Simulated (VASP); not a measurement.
# C (I4_1/amd) in VASP: further runs

Runs on C. Level: r2SCAN. Tasks: single point.

Everything below comes from runs of VASP 6.6.1. Logs are shortened: lines on timing, memory, paths and dates and some standing lists are left out, and cuts for length are marked.

## 1. The cell of the first run

It takes space group I4_1/amd (No. 141, tetragonal). The conventional cell has a = 2.831 Å, b = 2.831 Å, c = 2.831 Å, α = 90.00°, β = 90.00°, γ = 90.00°. Within 2.1 Å of C (site symmetry -4m2) lie 4 C at 1.58 Å.

## 2. Single point, r2SCAN

POSCAR reads:

```
C
1.0
    0.0000000000      2.0018995919      1.4153430115
    2.0018995919      0.0000000000      1.4153430115
    2.0018995919      2.0018995919      0.0000000000
C
2
Direct
    0.5000000000      0.5000000000      0.5000000000
    0.7500000000      0.7500000000      0.7500000000
```

INCAR.step1 reads:

```
SYSTEM = C
  ALGO = Normal
  EDIFF = 1E-5
  ENCUT = 1430
  GGA = PE
  GGA_COMPAT = .FALSE.
  ISMEAR = 0
  LASPH = .TRUE.
  LCHARG = .FALSE.
  LREAL = .FALSE.
  LWAVE = .TRUE.
  NBANDS = 11
  NELM = 120
  PREC = Accurate
  SIGMA = 0.05
```

INCAR.step2 reads:

```
SYSTEM = C
  ALGO = Normal
  EDIFF = 1E-6
  ENCUT = 1430
  GGA_COMPAT = .FALSE.
  ISIF = 2
  ISMEAR = 0
  ISTART = 1
  LASPH = .TRUE.
  LCHARG = .TRUE.
  LELF = .TRUE.
  LMIXTAU = .TRUE.
  LREAL = .FALSE.
  LVHAR = .TRUE.
  LWAVE = .FALSE.
  METAGGA = R2SCAN
  NBANDS = 11
  NELM = 120
  PREC = Accurate
  SIGMA = 0.05
```

KPOINTS reads:

```
k-points
0
G
  12 12 12
  0 0 0
```

Potentials or basis: VASP PAW PBE potentials, release 64 (C_h).

The run is started by

```sh
$ cat potpaw_PBE.64/C_h/POTCAR > POTCAR
$ cp INCAR.step1 INCAR
$ mpirun -np 1 vasp_std > vasp.out
$ cp INCAR.step2 INCAR
$ mpirun -np 1 vasp_std > vasp.out
```

OUTCAR:

```text
SYSTEM = C
   EDIFF = 1E-6
   ENCUT = 1430
   ISIF = 2
   ISMEAR = 0
   ISTART = 1
   LASPH = .TRUE.
   LREAL = .FALSE.
   METAGGA = R2SCAN
   NELM = 120
   PREC = Accurate

 ion  position               nearest neighbor table
   1  0.500  0.500  0.500-
   2  0.750  0.750  0.750-

  LATTYP: Found a body centered tetragonal cell.
 ALAT       =     2.8311135534
 C/A-ratio  =     0.9998489886

  Lattice vectors:

 A1 = (   0.0000000000,  -2.0018995919,  -1.4153430115)
 A2 = (   0.0000000000,   2.0018995919,  -1.4153430115)
 A3 = (   2.0018995919,   0.0000000000,   1.4153430115)

Analysis of symmetry for initial positions (statically):
=====================================================================
 Subroutine PRICEL returns:
 Original cell was already a primitive cell.

 Routine SETGRP: Setting up the symmetry group for a
 body centered tetragonal supercell.

 Subroutine GETGRP returns: Found 16 space group operations
 (whereof  8 operations were pure point group operations)
 out of a pool of 16 trial point group operations.

The static configuration has the point symmetry D_2d.
 The point group associated with its full space group is D_4h.

Analysis of symmetry for dynamics (positions and initial velocities):
=====================================================================
 Subroutine PRICEL returns:
 Original cell was already a primitive cell.

 Routine SETGRP: Setting up the symmetry group for a
 body centered tetragonal supercell.

 Subroutine GETGRP returns: Found 16 space group operations
 (whereof  8 operations were pure point group operations)
 out of a pool of 16 trial point group operations.

The dynamic configuration has the point symmetry D_2d.
 The point group associated with its full space group is D_4h.

 Subroutine INISYM returns: Found 16 space group operations
 (whereof  8 operations are pure point group operations),
 and found     1 'primitive' translations

----------------------------------------------------------------------------------------

                                     Primitive cell

  volume of cell :      11.3443

  direct lattice vectors                    reciprocal lattice vectors
     0.000000000  2.001899592  1.415343012    -0.249762776  0.249762776  0.353271254
     2.001899592  0.000000000  1.415343012     0.249762776 -0.249762776  0.353271254
     2.001899592  2.001899592  0.000000000     0.249762776  0.249762776 -0.353271254

[... 89 lines left out ...]
   ISIF   =      2    stress and relaxation
   ISYM   =      2    0-nonsym 1-usesym 2-fastsym
   POTIM  = 0.5000    time-step for ionic-motion
   TEBEG  =    0.0;   TEEND  =   0.0 temperature during run
   PSTRESS=    0.0 pullay stress
   NELECT =       8.0000    total number of electrons
   NUPDOWN=      -1.0000    fix difference up-down
   EMIN   =  10.00;   EMAX   =-10.00  energy-range for DOS
   EFERMI =   0.00;   METHOD = LEGACY
   ISMEAR =     0;   SIGMA  =   0.05  broadening in eV -4-tet -1-fermi 0-gaus
   EFERMI_NEDOS =   21; number of points for ismear=-14 and -15
   IALGO  =     38    algorithm
   IMIX   =      4    mixing-type and parameters
     AMIX     =   0.40;   BMIX     =  1.00
     AMIX_MAG =   1.60;   BMIX_MAG =  1.00
  volume/ion in A,a.u.               =       5.67        38.28
  Fermi-wavevector in a.u.,A,eV,Ry     =   1.457178  2.753668 28.890189  2.123369
  Thomas-Fermi vector in A             =   2.574010
   LORBIT       =      0    0 simple, 1 ext, 2 COOP (PROOUT), +10 PAW based schemes
   METAGGA = R2SCAN    functional components
   LHFCALC =     F    Hartree Fock is set to
   AEXX    =    0.0000 exact exchange contribution
   IVDW    =     0    specifies the selected vdW correction
   LEPSILON=     F    determine dielectric tensor
   LRPA    =     F    only Hartree local field effects (RPA)
 non-spin polarized calculation
 Gauss-broadening in eV      SIGMA  =   0.05
  energy-cutoff  :     1430.00
  volume of cell :       11.34
 maximum number of plane-waves:      1433
   NGX = 15   NGY = 15   NGZ = 17

 number of electron       8.0000000 magnetization

 Free energy of the ion-electron system (eV)
  ---------------------------------------------------
  ext. energy  EPLUGINS =         0.00000000
  ---------------------------------------------------
  free energy    TOTEN  =       -17.66602735 eV

  energy without entropy =      -17.66585445  energy(sigma->0) =      -17.66594090

 E-fermi :  11.7743     XC(G=0): -14.4106

 val. band max:       11.5963184811   @ k =   0.5000   0.3333   0.0000
 cond. band min:      11.7942783483   @ k =   0.1667   0.0833   0.0000
 fundamental gap:      0.1979598672
 Fermi energy:        11.7743174942

 k-point     1 :       0.0000    0.0000    0.0000
  band No.  band energies     occupation
      1     -11.5774      2.00000
      2       9.6577      2.00000
      3       9.6577      2.00000
      4      13.7483      0.00000
      5      15.2613      0.00000
      6      19.6071      0.00000
      7      19.6071      0.00000
      8      23.2492      0.00000
      9      30.3668      0.00000
     10      32.9907      0.00000
     11      35.8543      0.00000
[... 309 lines left out ...]
 k-point    24 :      -0.4167    0.1667    0.0000
  band No.  band energies     occupation
      1      -5.5946      2.00000
      2      -0.3322      2.00000
      3       4.6375      2.00000
      4       8.1242      2.00000
      5      14.6678      0.00000
      6      21.3926      0.00000
      7      22.3499      0.00000
      8      25.8518      0.00000
      9      33.0987      0.00000
     10      35.3562      0.00000
     11      37.3726      0.00000

 [... further k-points ...]

------------------------ aborting loop because EDIFF is reached ----------------------------------------

  FORCE on cell =-STRESS in cart. coord.  units (eV):
  Direction    XX          YY          ZZ          XY          YZ          ZX
  --------------------------------------------------------------------------------------
  -------------------------------------------------------------------------------------
  Total       -4.7110366     -4.7110366      9.2344208      0.0000000      0.0000000      0.0000000
  in kB     -665.3509515   -665.3509515   1304.1992950      0.0000000      0.0000000      0.0000000
  external PRESSURE =      -8.8342027 kB  Pullay stress =       0.0000000 kB

 VOLUME and BASIS-vectors are now :
 -----------------------------------------------------------------------------
  energy-cutoff  :     1430.00
  volume of cell :       11.34
      direct lattice vectors                 reciprocal lattice vectors
     0.000000000  2.001899592  1.415343012    -0.249762776  0.249762776  0.353271254
     2.001899592  0.000000000  1.415343012     0.249762776 -0.249762776  0.353271254
     2.001899592  2.001899592  0.000000000     0.249762776  0.249762776 -0.353271254

 POSITION                                       TOTAL-FORCE (eV/Angst)
 -----------------------------------------------------------------------------------
      2.00190      2.00190      1.41534         0.000000      0.000000      0.000000
      3.00285      3.00285      2.12301         0.000000      0.000000     -0.000000
 -----------------------------------------------------------------------------------
    total drift:                                0.000000     -0.000000     -0.000000

  FREE ENERGIE OF THE ION-ELECTRON SYSTEM (eV)
  ---------------------------------------------------
  free  energy   TOTEN  =       -17.6660273510 eV

  energy  without entropy=      -17.6658544499  energy(sigma->0) =      -17.66594090
```

OUTCAR.step1:

```text
SYSTEM = C
   EDIFF = 1E-5
   ENCUT = 1430
   GGA = PE
   ISMEAR = 0
   LASPH = .TRUE.
[... 559 lines left out ...]
 -----------------------------------------------------------------------------------
      2.00190      2.00190      1.41534        -0.000000     -0.000000      0.000000
      3.00285      3.00285      2.12301         0.000000      0.000000      0.000000
 -----------------------------------------------------------------------------------
    total drift:                                0.000000     -0.000000     -0.000000

  FREE ENERGIE OF THE ION-ELECTRON SYSTEM (eV)
  ---------------------------------------------------
  free  energy   TOTEN  =       -16.2831568533 eV

  energy  without entropy=      -16.2829756283  energy(sigma->0) =      -16.28306624
```

OSZICAR.step1:

```text
N       E                     dE             d eps       ncg     rms          rms(c)
DAV:   1     0.235488372134E+02    0.23549E+02   -0.86169E+03  3586   0.158E+03
DAV:   2    -0.152284582079E+02   -0.38777E+02   -0.36505E+02  4893   0.205E+02
DAV:   3    -0.167091150095E+02   -0.14807E+01   -0.14744E+01  4435   0.325E+01
DAV:   4    -0.167136831986E+02   -0.45682E-02   -0.45678E-02  3815   0.200E+00
DAV:   5    -0.167136883922E+02   -0.51936E-05   -0.51926E-05  4150   0.734E-02    0.422E+00
DAV:   6    -0.163908884529E+02    0.32280E+00   -0.15984E-01  3730   0.290E+00    0.231E+00
DAV:   7    -0.162822619592E+02    0.10863E+00   -0.18974E-01  3879   0.317E+00    0.319E-01
DAV:   8    -0.162831632470E+02   -0.90129E-03   -0.51889E-03  3868   0.708E-01    0.475E-02
DAV:   9    -0.162831504023E+02    0.12845E-04   -0.77612E-05  4020   0.706E-02    0.140E-02
DAV:  10    -0.162831568533E+02   -0.64510E-05   -0.66290E-06  2384   0.258E-02
   1 F= -.16283157E+02 E0= -.16283066E+02  d E =-.181225E-03
```

Run time: 3.1 min. Hardware: 1 thread of AMD EPYC 9R45 (Zen 5), shared host; peak memory 0.19 GiB.

What came out:

* Free energy: -17.6660 eV
* Pressure: -0.9 GPa
* Band gap on the k mesh: zero (bands 4 and 5 overlap by 3.64 eV)

Caveat: the stress differs along the axes, from -67 to 130 GPa; the PAW data sets were made with another functional, which shifts forces and pressure a little.

## 3. Single point, r2SCAN

This run uses another cell than the first one, of the same volume but with other edges.

POSCAR reads:

```
C
1.0
    0.0000000000      1.6782436539      2.0138923847
    1.6782436539      0.0000000000      2.0138923847
    1.6782436539      1.6782436539      0.0000000000
C
2
Direct
    0.5000000000      0.5000000000      0.5000000000
    0.7500000000      0.7500000000      0.7500000000
```

INCAR.step1 reads:

```
SYSTEM = C
ALGO = Normal
EDIFF = 1E-5
ENCUT = 1430
GGA = PE
GGA_COMPAT = .FALSE.
ISMEAR = 0
LASPH = .TRUE.
LCHARG = .FALSE.
LREAL = .FALSE.
LWAVE = .TRUE.
NBANDS = 11
NELM = 120
PREC = Accurate
SIGMA = 0.05
```

INCAR.step2 reads:

```
SYSTEM = C
ALGO = Normal
EDIFF = 1E-6
ENCUT = 1430
GGA_COMPAT = .FALSE.
ISIF = 2
ISMEAR = 0
ISTART = 1
LASPH = .TRUE.
LCHARG = .FALSE.
LMIXTAU = .TRUE.
LREAL = .FALSE.
LWAVE = .FALSE.
METAGGA = R2SCAN
NBANDS = 11
NELM = 120
PREC = Accurate
SIGMA = 0.05
```

KPOINTS is that of step 2.

Potentials or basis: VASP PAW PBE potentials, release 64 (C_h).

The run is started by

```sh
$ cat potpaw_PBE.64/C_h/POTCAR > POTCAR
$ cp INCAR.step1 INCAR
$ mpirun -np 1 vasp_std > vasp.out
$ cp INCAR.step2 INCAR
$ mpirun -np 1 vasp_std > vasp.out
```

Wall time 2.4 min (1 thread of AMD EPYC 9R45 (Zen 5), shared host); peak memory 0.19 GiB.

The run converged. Its results:

* Free energy: -18.8550 eV
* Pressure: -1.1 GPa
* Band gap on the k mesh: 1.99 eV (least direct gap 4.23 eV)

Stress tensor (GPa, compression positive):
```
  69.31    0.00    0.00
   0.00   69.31    0.00
   0.00    0.00 -141.96
```

Levels at points of the mesh, in eV from the valence-band top:
| k point | band 2 | band 3 | band 4 | band 5 | band 6 | band 7 |
| --- | --- | --- | --- | --- | --- | --- |
| (0.00, 0.00, 0.00) | -3.47 | 0.00 | 0.00 | 4.23 | 4.23 | 6.64 |
| (0.50, 0.00, 0.00) | -15.10 | -5.92 | -2.14 | 3.88 | 8.46 | 11.13 |
| (0.50, 0.50, 0.00) | -16.52 | -5.72 | -5.72 | 6.98 | 6.98 | 15.67 |
| (0.50, 0.00, 0.50) | -13.65 | -8.46 | -8.46 | 2.61 | 2.61 | 15.29 |

Caveat: the stress differs along the axes, from -142 to 69 GPa; the PAW data sets were made with another functional, which shifts forces and pressure a little. A k mesh can miss the band edges.

The gap in the log of VASP goes by the Fermi energy; the results here count the filled bands.